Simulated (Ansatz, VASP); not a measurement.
**BN: VASP beside Ansatz**

INCAR

```
SYSTEM = BN
PREC = Accurate ; ENCUT = 520
EDIFF = 1E-8 ; ISMEAR = -1
SIGMA = 0.03 ; LREAL = .False.
LASPH = .True. ; NELM = 60
ALGO = Normal ; ISIF = 2
LWAVE = .False. ; LCHARG = .False.
GGA = PE ; LEFG = .True.
NBANDS = 11
```

The input KPOINTS:

```
Automatic mesh
0
Gamma
  13 13 13
  0 0 0
```

The input POSCAR:

```
BN
1.0
   -0.0542250000      1.7803875000      1.7803875000
    1.7803875000     -0.0542250000      1.7803875000
    1.7803875000      1.7803875000     -0.0542250000
B N
1 1
Direct
    0.0000000000      0.0000000000      0.0000000000
    0.7500000000      0.7500000000      0.7500000000
```

Input for Ansatz:

```yaml
crystal:
  lattice:
    - [-0.054225, 1.7803875, 1.7803875]
    - [1.7803875, -0.054225, 1.7803875]
    - [1.7803875, 1.7803875, -0.054225]
  atoms:
    - { symbol: B, position: [0.0, 0.0, 0.0] }
    - { symbol: "N", position: [0.75, 0.75, 0.75] }
kpoints:
  mp_grid: { grid: [13, 13, 13] }
scf:
  occupations: { method: fermi_dirac, width: 0.03 }
hamiltonian:
  xc: pbe
  pseudopotentials: { kind: all_electron, datasets: crystal }
output:
  forces: true
  stress: true
  eigenvalues: true
  efg: { contact_densities: true }
```

Change from the starting cell: equal xy, yz and zx shear strains of -3 %, crystal datasets.

Alike in both runs: task electric field gradients; functional PBE; k mesh 13 × 13 × 13; occupations fermi-dirac, width 0.03 eV; no spin polarisation.

|  | VASP | Ansatz |
| --- | --- | --- |
| version | VASP 6.6.1 | Ansatz 0.2.0 |
| potentials or method | VASP PAW PBE potentials, release 64 (B, N), cutoff 520 eV | all-electron PAW with datasets made for the crystal, scalar-relativistic |

Ansatz gave:

* gap on the k mesh at the Fermi level (eV): 4.42
* pressure (GPa): 4.3
* traceless stress, the component that is largest in VASP (GPa): 14.03
* rms of the force components (eV/Å): 0.115
* size of Vzz on the site where it differs most (V/Å²): 9.4

Q: Which values does VASP return?

A: gap on the k mesh at the Fermi level (eV): 4.41; pressure (GPa): 4.6; traceless stress, the component that is largest in VASP (GPa): 14.12; rms of the force components (eV/Å): 0.120; size of Vzz on the site where it differs most (V/Å²): 9.9.

Atom by atom the forces differ by 0.005 eV/Å (rms over components). Ansatz ran all-electron here, and VASP with PAW potentials.
